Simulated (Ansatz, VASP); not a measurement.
**NaH in VASP and in Ansatz**

```
Na H
1.0
     0.00000    2.48786    2.48786
     2.48786    0.00000    2.48786
     2.48786    2.48786    0.00000
Na H
1 1
Direct
  0.00000 0.00000 0.00000
  0.50000 0.50000 0.50000
```

Change from the starting cell: volume scaled by 1.06.

Alike in both runs: task single point; functional RPBE; dispersion D4; k mesh 9 × 9 × 9; occupations fermi-dirac, width 0.02 eV; no spin polarisation.

```csv
,VASP,Ansatz
version,VASP 6.6.1,Ansatz 0.2.0
potentials or method,"VASP PAW PBE potentials, release 64 (Na_pv, H), cutoff 520 eV","all-electron LAPW, scalar-relativistic"
```

```csv
,VASP,Ansatz,Ansatz less VASP
gap on the k mesh at the Fermi level (eV),4.11,4.11,+0.001
least direct gap on the mesh (eV),4.75,4.75,+0.003
pressure (GPa),-1.0,-1.0,+0.07
```

VASP's potentials were made for PBE, not for RPBE. Ansatz ran all-electron here, and VASP with PAW potentials.
